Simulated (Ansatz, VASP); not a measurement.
One calculation of Ti, two programs

```xyz
2
Lattice="2.9359 0.0000 0.0000 -1.4679 2.5425 0.0000 0.0000 0.0000 4.6416" Properties=species:S:1:pos:R:3 pbc="T T T"
Ti    0.0000    1.6950    1.1604
Ti    1.4679    0.8475    3.4812
```

Alike in both runs: task single point; functional r2SCAN; k mesh 12 × 12 × 7; occupations fermi-dirac, width 0.3 eV; no spin polarisation.

|  | VASP | Ansatz |
| --- | --- | --- |
| version | VASP 6.6.1 | Ansatz 0.2.0 |
| potentials or method | VASP PAW PBE potentials, release 64 (Ti_sv), cutoff 520 eV | plane waves (500 eV) with PAW, scalar-relativistic |
| valence electrons in the cell | 24 | 24 |

|  | VASP | Ansatz | Ansatz less VASP |
| --- | --- | --- | --- |
| pressure (GPa) | 2.2 | 1.9 | -0.35 |
| traceless stress, the component that is largest in VASP (GPa) | 0.70 | 0.69 | -0.009 |

VASP's potentials were made for PBE, not for r2SCAN. With one functional, cell and mesh, what is left measures potentials, basis and numerics.
